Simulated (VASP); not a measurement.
# AlNi (Pm-3m) in VASP: notebook, part 2 of 2

VASP 6.6.1.

**3. Electric field gradients, PBE, collinear spin, ferromagnetic start (12.43 Å³/atom)**

Input file INCAR:

```
SYSTEM = AlNi
PREC     = Accurate       ! precision mode
ENCUT    = 520            ! plane-wave cutoff, eV
EDIFF    = 1E-8           ! SCF threshold, eV
ISMEAR   = -1             ! smearing method
SIGMA    = 0.03           ! smearing width, eV
LREAL    = .False.        ! projectors in reciprocal space
LASPH    = .True.         ! aspherical terms in the spheres
NELM     = 200            ! most SCF steps
ALGO     = Normal         ! electronic algorithm
ISIF     = 2              ! what is computed and relaxed
LWAVE    = .False.        ! write WAVECAR
LCHARG   = .False.        ! write CHGCAR
ISPIN    = 2              ! spin polarisation
MAGMOM   = 0 1.5          ! initial moments
LORBIT   = 11             ! projections on sites
LMAXMIX  = 4              ! l up to which the mixer works
GGA      = PE             ! functional
LEFG     = .True.       
NBANDS   = 18             ! bands
GGA_COMPAT= .False.
```

Input file KPOINTS:

```
regular mesh
0
Gamma
  14 14 14
  0 0 0
```

Input file POSCAR:

```
AlNi
1.0
    2.9189122424      0.0000000000      0.0000000000
    0.0000000000      2.9189122424      0.0000000000
    0.0000000000      0.0000000000      2.9189122424
Al Ni
1 1
Direct
    0.0000000000      0.0000000000      0.0000000000
    0.5000000000      0.5000000000      0.5000000000
```

Potentials or basis: VASP PAW PBE potentials, release 64 (Al, Ni).

Run with:

```
$ cat potpaw_PBE.64/Al/POTCAR potpaw_PBE.64/Ni/POTCAR > POTCAR
$ mpirun -np 1 vasp_std > vasp.out
```

OUTCAR:

```text
SYSTEM = AlNi
   PREC = Accurate
   ENCUT = 520
   EDIFF = 1E-8
   ISMEAR = -1
   LREAL = .False.
   LASPH = .True.
   NELM = 200
   ISIF = 2
   ISPIN = 2
   LORBIT = 11
   GGA = PE

 ion  position               nearest neighbor table
   1  0.000  0.000  0.000-   2 2.53   2 2.53   2 2.53   2 2.53   2 2.53   2 2.53   2 2.53   2 2.53

   2  0.500  0.500  0.500-   1 2.53   1 2.53   1 2.53   1 2.53   1 2.53   1 2.53   1 2.53   1 2.53

  LATTYP: Found a simple cubic cell.
 ALAT       =     2.9189122424

  Lattice vectors:

 A1 = (   2.9189122424,   0.0000000000,   0.0000000000)
 A2 = (   0.0000000000,   2.9189122424,   0.0000000000)
 A3 = (   0.0000000000,   0.0000000000,   2.9189122424)

Analysis of symmetry for initial positions (statically):
=====================================================================
 Subroutine PRICEL returns:
 Original cell was already a primitive cell.

 Routine SETGRP: Setting up the symmetry group for a
 simple cubic supercell.

 Subroutine GETGRP returns: Found 48 space group operations
 (whereof 48 operations were pure point group operations)
 out of a pool of 48 trial point group operations.

The static configuration has the point symmetry O_h .

Analysis of symmetry for dynamics (positions and initial velocities):
=====================================================================
 Subroutine PRICEL returns:
 Original cell was already a primitive cell.

 Routine SETGRP: Setting up the symmetry group for a
 simple cubic supercell.

 Subroutine GETGRP returns: Found 48 space group operations
 (whereof 48 operations were pure point group operations)
 out of a pool of 48 trial point group operations.

The dynamic configuration has the point symmetry O_h .

Analysis of structural, dynamic, and magnetic symmetry:
=====================================================================
 Subroutine PRICEL returns:
 Original cell was already a primitive cell.

 Routine SETGRP: Setting up the symmetry group for a
 simple cubic supercell.

 Subroutine GETGRP returns: Found 48 space group operations
 (whereof 48 operations were pure point group operations)
 out of a pool of 48 trial point group operations.

The overall configuration has the point symmetry O_h .

 Subroutine INISYM returns: Found 48 space group operations
 (whereof 48 operations are pure point group operations),
 and found     1 'primitive' translations

----------------------------------------------------------------------------------------

                                     Primitive cell

  volume of cell :      24.8693

  direct lattice vectors                    reciprocal lattice vectors
     2.918912242  0.000000000  0.000000000     0.342593376  0.000000000  0.000000000
     0.000000000  2.918912242  0.000000000     0.000000000  0.342593376  0.000000000
     0.000000000  0.000000000  2.918912242     0.000000000  0.000000000  0.342593376

[... 110 lines left out ...]
   AEXX    =    0.0000 exact exchange contribution
   IVDW    =     0    specifies the selected vdW correction
   LEPSILON=     F    determine dielectric tensor
   LRPA    =     F    only Hartree local field effects (RPA)
 spin polarized calculation
  energy-cutoff  :      520.00
  volume of cell :       24.87
 maximum number of plane-waves:       691
 NGX is ok and might be reduce to    24
   NGX = 11   NGY = 11   NGZ = 11

 number of electron      13.0000004 magnetization       0.0000339

 number of electron      13.0000004 magnetization      -0.0000145

 Free energy of the ion-electron system (eV)
  ---------------------------------------------------
  ext. energy  EPLUGINS =         0.00000000
  ---------------------------------------------------
  free energy    TOTEN  =       -10.53025654 eV

  energy without entropy =      -10.52700359  energy(sigma->0) =      -10.52863007

 E-fermi :   9.4830     XC(G=0): -11.8612

 val. band max:        9.4688452450   @ k =   0.3571   0.1429   0.1429
 cond. band min:       9.5199175191   @ k =   0.3571   0.2857   0.0714
 fundamental gap:      0.0510722740
 Fermi energy:         9.4829650536

 spin component 1

 k-point     1 :       0.0000    0.0000    0.0000
  band No.  band energies     occupation
      1      -1.3377      1.00000
      2       6.4751      1.00000
      3       6.4751      1.00000
      4       8.0555      1.00000
      5       8.0555      1.00000
      6       8.0555      1.00000
[... 493 lines left out ...]
     17      31.2953      0.00000
     18      33.4275      0.00000

 [... further k-points ...]

 spin component 2

 k-point     1 :       0.0000    0.0000    0.0000
  band No.  band energies     occupation
      1      -1.3377      1.00000
      2       6.4751      1.00000
      3       6.4751      1.00000
      4       8.0555      1.00000
      5       8.0555      1.00000
      6       8.0555      1.00000
[... 493 lines left out ...]
     17      31.2953      0.00000
     18      33.4275      0.00000

 [... further k-points ...]

------------------------ aborting loop because EDIFF is reached ----------------------------------------

  FORCE on cell =-STRESS in cart. coord.  units (eV):
  Direction    XX          YY          ZZ          XY          YZ          ZX
  --------------------------------------------------------------------------------------
  -------------------------------------------------------------------------------------
  Total       -0.6155058     -0.6155058     -0.6155058     -0.0000000     -0.0000000     -0.0000000
  in kB      -39.6533238    -39.6533238    -39.6533238     -0.0000000     -0.0000000     -0.0000000
  external PRESSURE =     -39.6533238 kB  Pullay stress =       0.0000000 kB

 VOLUME and BASIS-vectors are now :
 -----------------------------------------------------------------------------
  energy-cutoff  :      520.00
  volume of cell :       24.87
      direct lattice vectors                 reciprocal lattice vectors
     2.918912242  0.000000000  0.000000000     0.342593376  0.000000000  0.000000000
     0.000000000  2.918912242  0.000000000     0.000000000  0.342593376  0.000000000
     0.000000000  0.000000000  2.918912242     0.000000000  0.000000000  0.342593376

 POSITION                                       TOTAL-FORCE (eV/Angst)
 -----------------------------------------------------------------------------------
      0.00000      0.00000      0.00000         0.000000      0.000000      0.000000
      1.45946      1.45946      1.45946         0.000000      0.000000      0.000000
 -----------------------------------------------------------------------------------
    total drift:                                0.000000      0.000000     -0.000000

  FREE ENERGIE OF THE ION-ELECTRON SYSTEM (eV)
  ---------------------------------------------------
  free  energy   TOTEN  =       -10.5302565433 eV

  energy  without entropy=      -10.5270035922  energy(sigma->0) =      -10.52863007

 Electric field gradients (V/A^2)
---------------------------------------------------------------------
 ion       V_xx      V_yy      V_zz      V_xy      V_xz      V_yz
---------------------------------------------------------------------
   1      -0.000    -0.000     0.000     0.000    -0.000    -0.000
   2       0.000     0.000    -0.000     0.000    -0.000    -0.000
---------------------------------------------------------------------

 Electric field gradients after diagonalization (V/A^2)
 (convention: |V_zz| > |V_xx| > |V_yy|)
----------------------------------------------------------------------
 ion       V_xx      V_yy      V_zz     asymmetry (V_yy - V_xx)/ V_zz
----------------------------------------------------------------------
   1      -0.000    -0.000     0.000       0.546
   2       0.000     0.000    -0.000       0.052
----------------------------------------------------------------------

           NMR quadrupolar parameters

 Cq : quadrupolar parameter    Cq=e*Q*V_zz/h
 eta: asymmetry parameters     (V_yy - V_xx)/ V_zz
 Q  : nuclear electric quadrupole moment in mb (millibarn)
----------------------------------------------------------------------
 ion       Cq(MHz)       eta       Q (mb)
----------------------------------------------------------------------
   1       0.000       0.546       1.000
   2      -0.000       0.052       1.000
----------------------------------------------------------------------

 total charge

# of ion       s       p       d       tot
------------------------------------------
    1        0.381   0.397   0.000   0.778
    2        0.460   0.482   8.457   9.399
--------------------------------------------------
tot          0.841   0.879   8.457  10.177

 magnetization (x)

# of ion       s       p       d       tot
------------------------------------------
    1        0.000   0.000   0.000   0.000
    2       -0.000  -0.000  -0.000  -0.000
--------------------------------------------------
tot         -0.000  -0.000  -0.000  -0.000
```

Run time: 2.2 min. Hardware: 1 thread of Intel Xeon 8259CL, shared host; peak memory 0.21 GiB.

Results:

* Free energy: -10.5303 eV
* Pressure: -4.0 GPa
* Net moment: 0.00 μB per cell
* Largest electric field gradient by atom: zero within the noise of the run
* Valence electrons inside the program's atomic spheres: Al 0.78; Ni 9.40

Levels at points of the mesh, in eV from the Fermi level:
Spin up:
```tsv
k point	band 3	band 4	band 5	band 6	band 7	band 8	band 9	band 10	band 11	band 12
(0.00, 0.00, 0.00)	-3.01	-1.43	-1.43	-1.43	5.37	5.37	5.37	8.03	8.03	13.08
(0.50, 0.00, 0.00)	-2.56	-2.10	-2.10	-1.34	-0.59	8.26	9.86	9.86	10.54	10.54
(0.50, 0.50, 0.00)	-2.74	-2.74	-1.93	-1.93	-0.93	1.45	2.32	11.88	14.86	14.86
(0.50, 0.50, 0.50)	-3.87	-0.90	-0.90	2.07	2.07	2.07	3.38	4.31	4.31	4.31
```
Spin down:
```tsv
k point	band 4	band 5	band 6	band 7	band 8	band 9	band 10	band 11
(0.00, 0.00, 0.00)	-1.43	-1.43	-1.43	5.37	5.37	5.37	8.03	8.03
(0.50, 0.00, 0.00)	-2.10	-2.10	-1.34	-0.59	8.26	9.86	9.86	10.54
(0.50, 0.50, 0.00)	-2.74	-1.93	-1.93	-0.93	1.45	2.32	11.88	14.86
(0.50, 0.50, 0.50)	-0.90	-0.90	2.07	2.07	2.07	3.38	4.31	4.31
```

Caveat: the cell stands under tension.

**4. Single point, PBE, collinear spin, ferromagnetic start**

This run uses another cell than the first one, of 11.96 Å³/atom.

Input file POSCAR:

```
AlNi
1.0
    2.8810000000      0.0000000000      0.0000000000
    0.0000000000      2.8810000000      0.0000000000
    0.0000000000      0.0000000000      2.8810000000
Al Ni
1 1
Direct
    0.0000000000      0.0000000000      0.0000000000
    0.5000000000      0.5000000000      0.5000000000
```

Input file INCAR.step1:

```
ALGO = Normal ; EDIFF = 1E-6
ENCUT = 520 ; GGA = PE
GGA_COMPAT = False ; ISIF = 2
ISMEAR = -1 ; ISPIN = 2
LASPH = True ; LCHARG = True
LMAXMIX = 4 ; LORBIT = 11
LREAL = False ; LWAVE = False
MAGMOM = 0 1.5 ; NBANDS = 18
NEDOS = 2001 ; NELM = 200
PREC = Accurate ; SIGMA = 0.03
```

Input file KPOINTS.step1:

```
k-points
0
Gamma
  14 14 14
```

Input file INCAR.step2:

```
ALGO = Normal ; EDIFF = 1E-6
ENCUT = 520 ; GGA = PE
GGA_COMPAT = False ; ICHARG = 11
ISIF = 2 ; ISMEAR = -5
ISPIN = 2 ; LASPH = True
LCHARG = False ; LMAXMIX = 4
LORBIT = 10 ; LREAL = False
LWAVE = False ; MAGMOM = 0 1.5
NBANDS = 18 ; NEDOS = 1001
NELM = 200 ; PREC = Accurate
SIGMA = 0.03
```

Input file KPOINTS.step2:

```
k-points
0
Gamma
  21 21 21
```

Run with:

```
$ cat potpaw_PBE.64/Al/POTCAR potpaw_PBE.64/Ni/POTCAR > POTCAR
$ cp INCAR.step1 INCAR
$ cp KPOINTS.step1 KPOINTS
$ mpirun -np 1 vasp_std > vasp.out
$ cp INCAR.step2 INCAR
$ cp KPOINTS.step2 KPOINTS
$ mpirun -np 1 vasp_std > vasp.out
```

Run time: 4 min. Hardware: 1 thread of Intel Xeon 8259CL, shared host; peak memory 0.31 GiB.

It converged, with:

| Property | Result |
| --- | --- |
| Net moment | 0.00 μB per cell |
| Valence electrons inside the program's atomic spheres | Al 0.80; Ni 9.47 |

Levels at points of the mesh, in eV from the Fermi level:
Spin up:
| k point | band 3 | band 4 | band 5 | band 6 | band 7 | band 8 | band 9 | band 10 |
| --- | --- | --- | --- | --- | --- | --- | --- | --- |
| (0.00, 0.00, 0.00) | -3.23 | -1.54 | -1.54 | -1.54 | 5.50 | 5.50 | 5.50 | 8.12 |
Spin down:
| k point | band 3 | band 4 | band 5 | band 6 | band 7 | band 8 | band 9 | band 10 |
| --- | --- | --- | --- | --- | --- | --- | --- | --- |
| (0.00, 0.00, 0.00) | -3.23 | -1.54 | -1.54 | -1.54 | 5.50 | 5.50 | 5.50 | 8.12 |

Caveat: tetrahedron occupations give inexact forces and stress in metals.
